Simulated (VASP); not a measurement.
SnRu4: single point with PBE

The system is SnRu4.

```
CELL_PARAMETERS angstrom
4.57750 0.00000 0.00000
0.00000 4.57750 0.00000
0.00000 0.00000 4.57750
ATOMIC_POSITIONS crystal
Sn 0.00000 0.00000 0.00000
Ru 0.30936 0.30936 0.30936
Ru 0.69064 0.69064 0.30936
Ru 0.30936 0.69064 0.69064
Ru 0.69064 0.30936 0.69064
```

The cell was built from a structure type or drawn by symmetry, and may not be a known phase.

```
Program             : VASP 6.6.1
Task                : single point
Functional          : PBE
Potentials or basis : VASP PAW PBE potentials, release 64 (Sn_d, Ru_pv)
Cutoff              : 520 eV
k mesh              : 8 × 8 × 8
Occupations         : gaussian, width 0.1 eV
Spin                : no spin polarisation
```

```json
{"Pressure": "0.1 GPa", "Largest force": "0.021 eV/Å", "Band gap on the k mesh": "zero (bands 35 and 36 overlap by 0.47 eV)"}
```

Forces on the atoms (eV/Å):
```
Sn   0.000  0.000  0.000
Ru  -0.012 -0.012 -0.012
Ru   0.012  0.012 -0.012
Ru  -0.012  0.012  0.012
Ru   0.012 -0.012  0.012
```

Levels at points of the mesh, in eV from the Fermi level:
```
           k point  band 32  band 33  band 34  band 35  band 36  band 37  band 38  band 39
(0.00, 0.00, 0.00)    -0.92    -0.92     0.23     0.23     0.23     0.70     0.70     0.70
(0.50, 0.00, 0.00)    -1.29    -1.15    -0.27    -0.27     0.21     0.24     0.93     0.93
(0.50, 0.50, 0.00)    -1.04    -0.85    -0.68    -0.68     0.12     0.87     1.07     1.09
(0.50, 0.50, 0.50)    -1.05    -1.05     0.41     0.41     0.83     0.83     0.83     0.91
```

Wall time 2 min on 1 thread of Intel(R) Xeon(R) Platinum 8259CL CPU @ 2.50GHz (Skylake/Cascade Lake), with other jobs on the host, peak memory 0.27 GiB.

Caveat: spin-orbit coupling is left out, which moves the levels of the heavy elements.
